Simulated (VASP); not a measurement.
Set up this calculation in VASP 6.6.1, as the native input.

| Quantity | Value |
| --- | --- |
| Task | single point |
| Functional | PBE |
| Potentials or basis | VASP PAW PBE potentials, release 64 (Pd) |
| Cutoff | 500 eV |
| k mesh | 11 × 11 × 11 |
| Occupations | gaussian, width 0.1 eV |
| Spin | no spin polarisation |
| Dipole correction | no |
| Further INCAR settings | ALGO = Normal; EDIFF = 1e-06; NBANDS = 11 |

The structure of Pd lies in POSCAR:

```
Pd
1.0
    0.0000000000      1.8725785693      1.8725785693
    1.8725785693      0.0000000000      1.8725785693
    1.8725785693      1.8725785693      0.0000000000
Pd
1
Direct
    0.0000000000      0.0000000000      0.0000000000
```

One way to write it, as run:

INCAR

```
PREC = Accurate
ENCUT = 500
EDIFF = 1E-6
ISMEAR = 0
SIGMA = 0.1
LREAL = False
LASPH = True
NELM = 120
ALGO = Normal
ISIF = 2
LWAVE = False
LCHARG = True
GGA = PE
LELF = True
LVHAR = True
NBANDS = 11
GGA_COMPAT = False
```

KPOINTS

```
regular mesh
0
Gamma
  11 11 11
```

Potentials or basis: VASP PAW PBE potentials, release 64 (Pd).

Run with:

```console
$ cat potpaw_PBE.64/Pd/POTCAR > POTCAR
$ mpirun -np 1 vasp_std > vasp.out
```

Results of the run:

- Pressure: 39.6 GPa
- Band gap on the k mesh: zero (bands 5 and 6 overlap by 1.84 eV)

Caveat: the cell stands under pressure.

It took 3.9 s on 1 thread of Intel(R) Xeon(R) 6975P-C (Granite Rapids), on a shared host, peak memory 0.12 GiB.
